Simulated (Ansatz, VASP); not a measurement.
## Ti: VASP beside Ansatz

The input INCAR:

```
SYSTEM = Ti
ALGO     = Normal         ! electronic algorithm
EDIFF    = 1E-6           ! SCF threshold, eV
ENCUT    = 520            ! plane-wave cutoff, eV
ISIF     = 2              ! what is computed and relaxed
ISMEAR   = 1              ! smearing method
LASPH    = .True.         ! aspherical terms in the spheres
LCHARG   = .False.        ! write CHGCAR
LREAL    = .False.        ! projectors in reciprocal space
LWAVE    = .False.        ! write WAVECAR
NBANDS   = 25             ! bands
NELM     = 80             ! most SCF steps
PREC     = Accurate       ! precision mode
SIGMA    = 0.05           ! smearing width, eV
```

Contents of KPOINTS:

```
k-points
0
Gamma
  8 8 12
  0 0 0
```

The input POSCAR:

```
Ti
1.0
    4.6000000000      0.0000000000      0.0000000000
   -2.3000000000      3.9837170000      0.0000000000
    0.0000000000      0.0000000000      2.8200000000
Ti
3
Direct
    0.0000000000      0.0000000000      0.0000000000
    0.3333333333      0.6666666667      0.5000000000
    0.6666666667      0.3333333333      0.5000000000
```

Input for Ansatz:

```yaml
crystal:
  lattice:
    - [4.6, 0.0, 0.0]
    - [-2.3, 3.983717, 0.0]
    - [0.0, 0.0, 2.82]
  atoms:
    - { symbol: Ti, position: [0.0, 0.0, 0.0] }
    - { symbol: Ti, position: [0.33333333333333337, 0.6666666666666666, 0.5] }
    - { symbol: Ti, position: [0.6666666666666666, 0.3333333333333333, 0.5] }
kpoints:
  mp_grid:
    grid: [8, 8, 12]
    shift: [0.0, 0.0, 0.0]
hamiltonian:
  xc: lda
  pseudopotentials:
    kind: paw
scf:
  occupations:
    method: cold
    width: 0.05
output:
  forces: true
  stress: true
  eigenvalues: true
```

Alike in both runs: task single point; functional LDA; k mesh 8 × 8 × 12; no spin polarisation.

|  | VASP | Ansatz |
| --- | --- | --- |
| version | VASP 6.6.1 | Ansatz 0.2.0 |
| potentials or method | VASP PAW LDA potentials, release 64 (Ti_sv) | plane waves, PAW |
| plane-wave cutoff (eV) | 520 | 420 |
| occupations | methfessel-paxton of order 1, width 0.05 eV | cold, width 0.05 eV |
| valence electrons in the cell | 36 | 36 |

|  | VASP | Ansatz | Ansatz less VASP |
| --- | --- | --- | --- |
| gap on the k mesh at the Fermi level (eV) | none | none | - |
| pressure (GPa) | -9.1 | -9.1 | 0.00 |
| traceless stress, the component that is largest in VASP (GPa) | 1.15 | 1.12 | -0.030 |

LDA's correlation is that of Perdew and Zunger in VASP and of Perdew and Wang (1992) in Ansatz. A gap of «none» marks a metal or a gap that the smearing closes.
